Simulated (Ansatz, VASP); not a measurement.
# One calculation of Be3TeSe2, two programs

INCAR

```
ALGO     = Normal         # electronic algorithm
EDIFF    = 1E-6           # SCF threshold, eV
EDIFFG   = -0.025         # ionic threshold
ENCUT    = 600            # plane-wave cutoff, eV
GGA      = PE             # functional
IBRION   = 2              # ionic algorithm
ISIF     = 3              # what is computed and relaxed
ISMEAR   = 0              # smearing method
LASPH    = True           # aspherical terms in the spheres
LCHARG   = False          # write CHGCAR
LREAL    = False          # projectors in reciprocal space
LWAVE    = False          # write WAVECAR
NELM     = 80             # most SCF steps
NSW      = 80             # ionic steps
PREC     = Accurate       # precision mode
SIGMA    = 0.1            # smearing width, eV
```

The input KPOINTS:

```
k-points
0
Gamma
  4 4 1
```

File POSCAR:

```
Be3TeSe2
1.0
    3.8186731880      0.0469130080      0.0336094669
    0.0469130080      3.7859851029     -0.0644779936
    0.1418838430     -0.2721966866     16.1307556525
Be Te Se
6 2 4
Direct
    0.4763494703      0.4916770582      0.1949905237
    0.9953153361      0.0075676735      0.3432235123
    0.5193045185      0.4841061871      0.4910275069
    1.0052718499     -0.0128645369      0.6589012090
    0.4944873901      0.4243923974      0.8159785103
    0.0044272292      0.9858965995      1.0085858546
    0.0170487473      0.5052734268      0.0911420826
    0.5434900196      1.0431516931      0.9104772679
    0.5301059867      1.0490190476      0.2496708012
    0.9918608981      0.4803647313      0.4224051973
    0.4638394358      0.9879680140      0.5740821810
    0.9584991182      0.5534477084      0.7395153532
```

Input for Ansatz:

```yaml
crystal:
  lattice:
    - [3.818673188, 0.046913008, 0.0336094669]
    - [0.046913008, 3.7859851029, -0.0644779936]
    - [0.141883843, -0.2721966866, 16.1307556525]
  atoms:
    - { symbol: Be, position: [0.4763494703, 0.4916770582, 0.1949905237] }
    - { symbol: Be, position: [0.9953153361, 0.0075676735, 0.3432235123] }
    - { symbol: Be, position: [0.5193045185, 0.4841061871, 0.4910275069] }
    - { symbol: Be, position: [1.0052718499, -0.0128645369, 0.658901209] }
    - { symbol: Be, position: [0.4944873901, 0.4243923974, 0.8159785103] }
    - { symbol: Be, position: [0.0044272292, 0.9858965995, 1.0085858546] }
    - { symbol: Te, position: [0.0170487473, 0.5052734268, 0.0911420826] }
    - { symbol: Te, position: [0.5434900196, 1.0431516931, 0.9104772679] }
    - { symbol: Se, position: [0.5301059867, 1.0490190476, 0.2496708012] }
    - { symbol: Se, position: [0.9918608981, 0.4803647313, 0.4224051973] }
    - { symbol: Se, position: [0.4638394358, 0.987968014, 0.574082181] }
    - { symbol: Se, position: [0.9584991182, 0.5534477084, 0.7395153532] }
basis:
  ecutwfc: 420
kpoints:
  mp_grid: { grid: [4, 4, 1] }
hamiltonian:
  xc: pbe
scf:
  occupations: { method: gaussian, width: 0.1 }
  lower_state_search: "off"
output:
  forces: true
  stress: true
  eigenvalues: true
relax:
  adjacent_minimum: "off"
  f_tol: 0.025
  max_steps: 60
  cell: { stress_tol: 0.25 }
```

Change from the starting cell: cell x1, atoms moved at random (sigma 0.1 Å) and cell strained at random (1.5 %), then relaxed without symmetry.

Alike in both runs: task relaxation of cell and atoms; functional PBE; k mesh 4 × 4 × 1; occupations gaussian, width 0.1 eV; no spin polarisation.

```csv
,VASP,Ansatz
version,VASP 6.6.1,Ansatz 0.2.0
potentials or method,"VASP PAW PBE potentials, release 64 (Be, Te, Se), cutoff 600 eV","scalar-relativistic, plane waves, PAW"
valence electrons in the cell,48,108
```

Ansatz gave:

- gap on the k mesh at the Fermi level, each at its own relaxed structure (eV): 1.97
- relaxed volume (Å³/atom): 19.12
- relaxed length of the cell vector where the two differ most in proportion (Å): 3.800

Problem. Which values does VASP return?

Solution. gap on the k mesh at the Fermi level, each at its own relaxed structure (eV): 1.96; relaxed volume (Å³/atom): 19.16; relaxed length of the cell vector where the two differ most in proportion (Å): 3.804.

VASP's potentials hold 48 valence electrons a cell and Ansatz's 108, so a difference there can come from the potentials and not from the codes.

Neither program's run includes spin-orbit coupling.
